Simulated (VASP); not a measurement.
Input of a VASP 6.6.1 run:

File INCAR:

```
  PREC = Accurate
  ENCUT = 520
  EDIFF = 1E-7
  ISMEAR = 0
  SIGMA = 0.15
  LREAL = False
  LASPH = True
  NELM = 100
  ALGO = Normal
  ISIF = 2
  LWAVE = False
  LCHARG = False
  NBANDS = 11
```

Contents of KPOINTS:

```
regular mesh
0
Gamma
  16 16 16
```

POSCAR

```
HCl
1.0
    0.0000000000      2.6750000000      2.8550000000
    2.5778750000      0.0000000000      2.8550000000
    2.5778750000      2.6750000000      0.0000000000
H Cl
1 1
Direct
    0.0000000000      0.0000000000      0.0000000000
    0.5000000000      0.5000000000      0.5000000000
```

Potentials or basis: VASP PAW LDA potentials, release 64 (H, Cl).

Command:

```bash
$ cat potpaw_LDA.64/H/POTCAR potpaw_LDA.64/Cl/POTCAR > POTCAR
$ mpirun -np 1 vasp_std > vasp.out
```

**Question.** Predict the pressure.

**Answer.** -11.7 GPa.

**Question.** Estimate the band gap on the k mesh.

**Answer.** Zero (bands 4 and 5 overlap by 0.18 eV).

Stress tensor (GPa, compression positive):
```
-15.39   0.00   0.00
  0.00 -12.01   0.00
  0.00   0.00  -7.84
```

Caveat: the cell differs from its parent crystal (strain +0.0250 x Voigt [1, 0, 0, 0, 0, 0]); the cell stands under tension.
